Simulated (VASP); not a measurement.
# VAsF (P4/nmm) in VASP: further runs, part 2 of 2

VASP 6.6.1. Earlier steps stand in the parts before.

### Step 3. Single point, PBE

INCAR

```
SYSTEM = VAsF
PREC = Accurate ; ENCUT = 520
EDIFF = 1E-6 ; ISMEAR = -1
SIGMA = 0.1 ; LREAL = .False.
LASPH = .True. ; NELM = 60
ALGO = Normal ; ISIF = 2
LWAVE = .False. ; LCHARG = .False.
GGA = PE ; NBANDS = 34
```

KPOINTS

```
Automatic mesh
0
Gamma
  5 5 3
  0 0 0
```

POSCAR

```
VAsF
1.0
    3.3284380000      0.0000000000      0.0000000000
    0.0000000000      3.3284380000      0.0000000000
    0.0000000000      0.0000000000      7.5317970000
As F V
2 2 2
Direct
    0.2500000000      0.2500000000      0.6117000000
    0.7500000000      0.7500000000      0.3883000000
    0.7500000000      0.2500000000      0.0000000000
    0.2500000000      0.7500000000      0.0000000000
    0.2500000000      0.2500000000      0.2558000000
    0.7500000000      0.7500000000      0.7442000000
```

Potentials or basis: VASP PAW PBE potentials, release 64 (As, F, V_sv).

Launch:

```bash
$ cat potpaw_PBE.64/As/POTCAR potpaw_PBE.64/F/POTCAR potpaw_PBE.64/V_sv/POTCAR > POTCAR
$ mpirun -np 1 vasp_std > vasp.out
```

OUTCAR:

```text
SYSTEM = VAsF
   PREC = Accurate
   ENCUT = 520
   EDIFF = 1E-6
   ISMEAR = -1
   LREAL = .False.
   LASPH = .True.
   NELM = 60
   ISIF = 2
   GGA = PE

 ion  position               nearest neighbor table
   1  0.250  0.250  0.612-   6 2.56   6 2.56   6 2.56   6 2.56   5 2.68   2 2.89   2 2.89   2 2.89
                             2 2.89
   2  0.750  0.750  0.388-   5 2.56   5 2.56   5 2.56   5 2.56   6 2.68   1 2.89   1 2.89   1 2.89
                             1 2.89
   3  0.750  0.250  0.000-
   4  0.250  0.750  0.000-
   5  0.250  0.250  0.256-   2 2.56   2 2.56   2 2.56   2 2.56   1 2.68
   6  0.750  0.750  0.744-   1 2.56   1 2.56   1 2.56   1 2.56   2 2.68

  LATTYP: Found a simple tetragonal cell.
 ALAT       =     3.3284380000
 C/A-ratio  =     2.2628623396

  Lattice vectors:

 A1 = (   3.3284380000,   0.0000000000,   0.0000000000)
 A2 = (   0.0000000000,   3.3284380000,   0.0000000000)
 A3 = (   0.0000000000,   0.0000000000,   7.5317970000)

Analysis of symmetry for initial positions (statically):
=====================================================================
 Subroutine PRICEL returns:
[... 171 lines left out ...]
 cond. band min:       6.3427468753   @ k =   0.2000   0.0000   0.3333
 fundamental gap:      0.0461685663
 Fermi energy:         6.3365731205

 k-point     1 :       0.0000    0.0000    0.0000
  band No.  band energies     occupation
      1     -58.6006      2.00000
      2     -58.6004      2.00000
      3     -32.5196      2.00000
      4     -32.5106      2.00000
      5     -32.3589      2.00000
      6     -32.3589      2.00000
[... 433 lines left out ...]
     33       8.8299      0.00000
     34      10.1895      0.00000

------------------------ aborting loop because EDIFF is reached ----------------------------------------

  FORCE on cell =-STRESS in cart. coord.  units (eV):
  Direction    XX          YY          ZZ          XY          YZ          ZX
  --------------------------------------------------------------------------------------
  -------------------------------------------------------------------------------------
  Total        1.7228181      1.7228181    -14.9692771      0.0000000      0.0000000     -0.0000000
  in kB       33.0803770     33.0803770   -287.4298442      0.0000000      0.0000000     -0.0000000
  external PRESSURE =     -73.7563634 kB  Pullay stress =       0.0000000 kB

 VOLUME and BASIS-vectors are now :
 -----------------------------------------------------------------------------
  energy-cutoff  :      520.00
  volume of cell :       83.44
      direct lattice vectors                 reciprocal lattice vectors
     3.328438000  0.000000000  0.000000000     0.300441228  0.000000000  0.000000000
     0.000000000  3.328438000  0.000000000     0.000000000  0.300441228  0.000000000
     0.000000000  0.000000000  7.531797000     0.000000000  0.000000000  0.132770440

 POSITION                                       TOTAL-FORCE (eV/Angst)
 -----------------------------------------------------------------------------------
      0.83211      0.83211      4.60720         0.000000     -0.000000     -0.172277
      2.49633      2.49633      2.92460        -0.000000     -0.000000      0.172277
      2.49633      0.83211      0.00000        -0.000000     -0.000000      0.000000
      0.83211      2.49633      0.00000         0.000000     -0.000000      0.000000
      0.83211      0.83211      1.92663        -0.000000      0.000000     -3.030916
      2.49633      2.49633      5.60516        -0.000000     -0.000000      3.030916
 -----------------------------------------------------------------------------------
    total drift:                                0.000000      0.000000     -0.000000

  FREE ENERGIE OF THE ION-ELECTRON SYSTEM (eV)
  ---------------------------------------------------
  free  energy   TOTEN  =       -36.0408720280 eV

  energy  without entropy=      -35.8048034059  energy(sigma->0) =      -35.92283772
```

OSZICAR:

```text
N       E                     dE             d eps       ncg     rms          rms(c)
DAV:   1     0.573408706065E+03    0.57341E+03   -0.28184E+04   872   0.150E+03
DAV:   2     0.447479265199E+01   -0.56893E+03   -0.54023E+03   868   0.449E+02
DAV:   3    -0.435027522874E+02   -0.47978E+02   -0.46356E+02   994   0.126E+02
DAV:   4    -0.448062838927E+02   -0.13035E+01   -0.12919E+01   924   0.194E+01
DAV:   5    -0.448218340178E+02   -0.15550E-01   -0.15537E-01   954   0.229E+00    0.244E+01
DAV:   6    -0.442607251254E+02    0.56111E+00   -0.67123E+01   910   0.592E+01    0.350E+01
DAV:   7    -0.379326486852E+02    0.63281E+01   -0.87586E+01   960   0.660E+01    0.899E+00
DAV:   8    -0.370187461071E+02    0.91390E+00   -0.38831E+00   868   0.104E+01    0.626E+00
DAV:   9    -0.361701480359E+02    0.84860E+00   -0.21588E+00   972   0.911E+00    0.239E+00
DAV:  10    -0.361060242755E+02    0.64124E-01   -0.26452E-01   922   0.351E+00    0.190E+00
DAV:  11    -0.360428195041E+02    0.63205E-01   -0.18179E-01   884   0.224E+00    0.422E-01
DAV:  12    -0.360434370581E+02   -0.61755E-03   -0.37388E-02   894   0.111E+00    0.438E-01
DAV:  13    -0.360408889606E+02    0.25481E-02   -0.11696E-02   932   0.660E-01    0.815E-02
DAV:  14    -0.360408664888E+02    0.22472E-04   -0.83077E-04   868   0.219E-01    0.421E-02
DAV:  15    -0.360408904192E+02   -0.23930E-04   -0.57047E-05   848   0.632E-02    0.369E-02
DAV:  16    -0.360408794078E+02    0.11011E-04   -0.11824E-04   982   0.898E-02    0.228E-02
DAV:  17    -0.360408722761E+02    0.71317E-05   -0.17056E-05   864   0.345E-02    0.467E-03
DAV:  18    -0.360408720280E+02    0.24815E-06   -0.33734E-06   734   0.108E-02
   1 F= -.36040872E+02 E0= -.35922838E+02  d E =-.236069E+00
```

stdout:

```text
POSCAR found type information on POSCAR AsF V
 POSCAR found :  3 types and       6 ions
 scaLAPACK will be used
 LDA part: xc-table for (Slater+PW92), standard interpolation
 POSCAR, INCAR and KPOINTS ok, starting setup
 FFT: planning ... GRIDC
 FFT: planning ... GRID_SOFT
 FFT: planning ... GRID
 WAVECAR not read
 entering main loop
```

Wall time 45 s (1 thread of Intel Xeon 6975P-C, shared host); peak memory 0.21 GiB.

What came out:

| Quantity | Value |
| --- | --- |
| Free energy | -36.0409 eV |
| Pressure | -7.4 GPa |
| Largest force | 3.031 eV/Å |
| Band gap on the k mesh | zero (band 25 reaches 6.75 eV, above the bottom of band 26 at 6.15 eV) |

Forces on the atoms (eV/Å):
```
As   0.000  0.000 -0.172
As   0.000  0.000  0.172
F    0.000  0.000  0.000
F    0.000  0.000  0.000
V    0.000  0.000 -3.031
V    0.000  0.000  3.031
```

Levels at points of the mesh, in eV from the Fermi level:
```csv
k point,band 22,band 23,band 24,band 25,band 26,band 27,band 28,band 29
"(0.00, 0.00, 0.00)",-1.50,-0.65,-0.50,-0.18,-0.18,0.17,0.21,0.42
```

Caveat: the k points lie up to 0.38 Å⁻¹ apart; the run has no spin polarisation, though such a crystal can be magnetic; forces of over 1 eV/Å act on the atoms, so gaps and moduli don't describe the material at rest.

### Step 4. Single point, PBE

INCAR

```
PREC = Accurate ; ENCUT = 520
EDIFF = 1E-7 ; ISMEAR = -5
SIGMA = 0.1 ; LREAL = False
LASPH = True ; NELM = 60
ALGO = Normal ; ISIF = 2
LWAVE = False ; LCHARG = False
GGA = PE ; NBANDS = 34
```

KPOINTS

```
Automatic mesh
0
Gamma
  5 5 3
```

POSCAR is that of step 3.

Potentials or basis: VASP PAW PBE potentials, release 64 (As, F, V_sv).

Launch:

```bash
$ cat potpaw_PBE.64/As/POTCAR potpaw_PBE.64/F/POTCAR potpaw_PBE.64/V_sv/POTCAR > POTCAR
$ mpirun -np 1 vasp_std > vasp.out
```

OUTCAR:

```text
PREC = Accurate
   ENCUT = 520
   EDIFF = 1E-7
   ISMEAR = -5
   LREAL = False
   LASPH = True
   NELM = 60
   ISIF = 2
   GGA = PE

 ion  position               nearest neighbor table
   1  0.250  0.250  0.612-   6 2.56   6 2.56   6 2.56   6 2.56   5 2.68   2 2.89   2 2.89   2 2.89
                             2 2.89
   2  0.750  0.750  0.388-   5 2.56   5 2.56   5 2.56   5 2.56   6 2.68   1 2.89   1 2.89   1 2.89
                             1 2.89
   3  0.750  0.250  0.000-
   4  0.250  0.750  0.000-
   5  0.250  0.250  0.256-   2 2.56   2 2.56   2 2.56   2 2.56   1 2.68
[... 642 lines left out ...]
  -------------------------------------------------------------------------------------
  Total        1.5669758      1.5669758    -15.2804720     -0.0000000     -0.0000000     -0.0000000
  in kB       30.0880003     30.0880003   -293.4051967     -0.0000000     -0.0000000     -0.0000000
  external PRESSURE =     -77.7430653 kB  Pullay stress =       0.0000000 kB

 VOLUME and BASIS-vectors are now :
 -----------------------------------------------------------------------------
  energy-cutoff  :      520.00
  volume of cell :       83.44
      direct lattice vectors                 reciprocal lattice vectors
     3.328438000  0.000000000  0.000000000     0.300441228  0.000000000  0.000000000
     0.000000000  3.328438000  0.000000000     0.000000000  0.300441228  0.000000000
     0.000000000  0.000000000  7.531797000     0.000000000  0.000000000  0.132770440

 POSITION                                       TOTAL-FORCE (eV/Angst)
 -----------------------------------------------------------------------------------
      0.83211      0.83211      4.60720        -0.000000     -0.000000     -0.248013
      2.49633      2.49633      2.92460        -0.000000     -0.000000      0.248013
      2.49633      0.83211      0.00000        -0.000000     -0.000000      0.000000
      0.83211      2.49633      0.00000        -0.000000      0.000000      0.000000
      0.83211      0.83211      1.92663         0.000000      0.000000     -3.070031
      2.49633      2.49633      5.60516        -0.000000     -0.000000      3.070031
 -----------------------------------------------------------------------------------
    total drift:                                0.000000      0.000000     -0.000000

  FREE ENERGIE OF THE ION-ELECTRON SYSTEM (eV)
  ---------------------------------------------------
  free  energy   TOTEN  =       -35.9177288735 eV

  energy  without entropy=      -35.9177288735  energy(sigma->0) =      -35.91772887
```

OSZICAR:

```text
N       E                     dE             d eps       ncg     rms          rms(c)
DAV:   1     0.573457613953E+03    0.57346E+03   -0.28184E+04   872   0.150E+03
DAV:   2     0.455917468291E+01   -0.56890E+03   -0.54079E+03   868   0.449E+02
DAV:   3    -0.434071270517E+02   -0.47966E+02   -0.46416E+02   994   0.126E+02
[... 14 lines left out ...]
DAV:  18    -0.359177296074E+02    0.42559E-05   -0.51057E-07   908   0.665E-03    0.137E-03
DAV:  19    -0.359177279131E+02    0.16943E-05   -0.44600E-07   768   0.389E-03    0.121E-03
DAV:  20    -0.359177285443E+02   -0.63120E-06   -0.58469E-08   408   0.194E-03    0.471E-04
DAV:  21    -0.359177289359E+02   -0.39158E-06   -0.59303E-08   408   0.124E-03    0.394E-04
DAV:  22    -0.359177288735E+02    0.62450E-07   -0.49085E-09   408   0.421E-04
   1 F= -.35917729E+02 E0= -.35917729E+02  d E =0.000000E+00
```

It took 53 s on 1 thread of Intel Xeon 6975P-C, shared host; peak memory 0.21 GiB.

What came out:

```
Free energy            : -35.9177 eV
Pressure               : -7.8 GPa
Largest force          : 3.070 eV/Å
Band gap on the k mesh : zero (band 25 reaches 6.75 eV, above the bottom of band 26 at 6.16 eV)
```

Forces in eV/Å, atoms in the order of the input:
```
As   0.000  0.000 -0.248
As   0.000  0.000  0.248
F    0.000  0.000  0.000
F    0.000  0.000  0.000
V    0.000  0.000 -3.070
V    0.000  0.000  3.070
```

Stress tensor (GPa, compression positive):
```
  3.01   0.00   0.00
  0.00   3.01   0.00
  0.00   0.00 -29.34
```

Levels at points of the mesh, in eV from the Fermi level:
```
           k point  band 23  band 24  band 25  band 26  band 27  band 28
(0.00, 0.00, 0.00)    -0.70    -0.53    -0.23    -0.23     0.12     0.16
```

Caveat: the k points lie up to 0.38 Å⁻¹ apart; the run has no spin polarisation, though such a crystal can be magnetic; forces of over 1 eV/Å act on the atoms, so gaps and moduli don't describe the material at rest; tetrahedron occupations give inexact forces and stress in metals.

### Step 5. Single point, PBE+U

INCAR

```
SYSTEM = VAsF
ALGO = Normal
EDIFF = 1E-6
ENCUT = 520
GGA = PE
ISIF = 2
ISMEAR = -1
LASPH = .True.
LCHARG = .False.
LDAU = .True.
LDAUJ = 0 0 0
LDAUL = -1 -1 2
LDAUPRINT = 1
LDAUTYPE = 2
LDAUU = 0 0 4
LMAXMIX = 4
LREAL = .False.
LWAVE = .False.
NBANDS = 34
NELM = 150
PREC = Accurate
SIGMA = 0.1
```

KPOINTS

```
k-points
0
Gamma
  5 5 3
  0 0 0
```

POSCAR is that of step 4.

Launch:

```bash
$ cat potpaw_PBE.64/As/POTCAR potpaw_PBE.64/F/POTCAR potpaw_PBE.64/V_sv/POTCAR > POTCAR
$ mpirun -np 1 vasp_std > vasp.out
```

Wall time 54 s (1 thread of Intel Xeon 6975P-C, shared host); peak memory 0.21 GiB.

Results (log left out):

* Free energy: -28.1815 eV
* Pressure: -2.1 GPa
* Largest force: 3.804 eV/Å
* Band gap on the k mesh: zero (band 25 reaches 7.13 eV, above the bottom of band 26 at 6.14 eV)

Forces on the atoms (eV/Å):
```
As   0.000  0.000  0.064
As   0.000  0.000 -0.064
F    0.000  0.000  0.000
F    0.000  0.000  0.000
V    0.000  0.000 -3.804
V    0.000  0.000  3.804
```

Stress tensor (GPa, compression positive):
```
  9.18   0.00   0.00
  0.00   9.18   0.00
  0.00   0.00 -24.61
```

Levels at points of the mesh, in eV from the Fermi level:
| k point | band 21 | band 22 | band 23 | band 24 | band 25 | band 26 | band 27 | band 28 | band 29 | band 30 |
| --- | --- | --- | --- | --- | --- | --- | --- | --- | --- | --- |
| (0.00, 0.00, 0.00) | -1.57 | -1.33 | -1.07 | -0.70 | -0.66 | -0.39 | -0.03 | 0.20 | 0.20 | 1.21 |

Eigenvalues of the final occupation matrices:
```csv
site,spin,trace,eigenvalues
site 5 d,1,1.45,0.12 0.12 0.18 0.49 0.54
site 5 d,2,1.45,0.12 0.12 0.18 0.49 0.54
site 6 d,1,1.45,0.12 0.12 0.18 0.49 0.54
site 6 d,2,1.45,0.12 0.12 0.18 0.49 0.54
```

Caveat: the k points lie up to 0.38 Å⁻¹ apart; the run has no spin polarisation, though such a crystal can be magnetic; U without spin polarisation on a metal has little footing; forces of over 1 eV/Å act on the atoms, so gaps and moduli don't describe the material at rest.

### Step 6. Overview

| level | U | smearing | gap on the mesh (eV) | pressure (GPa) | largest force (eV/Å) |
| --- | --- | --- | --- | --- | --- |
| PBE | - | fermi-dirac 0.1 eV | none | -7.4 | 3.03 |
| PBE | - | tetrahedron | none | -7.8 | 3.07 |
| PBE+U | V d U = 4.0 eV | fermi-dirac 0.1 eV | none | -2.1 | 3.80 |

Alike in all rows: task single point; potentials or basis VASP PAW PBE potentials, release 64 (As, F, V_sv); no spin polarisation; cell as given; k mesh 5 × 5 × 3; cutoff (eV) 520.

Caveats: all runs use coarse meshes; the run has no spin polarisation, though such a crystal can be magnetic; forces of over 1 eV/Å act on the atoms, so gaps and moduli don't describe the material at rest; tetrahedron occupations give inexact forces and stress in metals (some runs); U without spin polarisation on a metal has little footing (some runs).

Absolute energies hang on the potentials; compare differences alone.
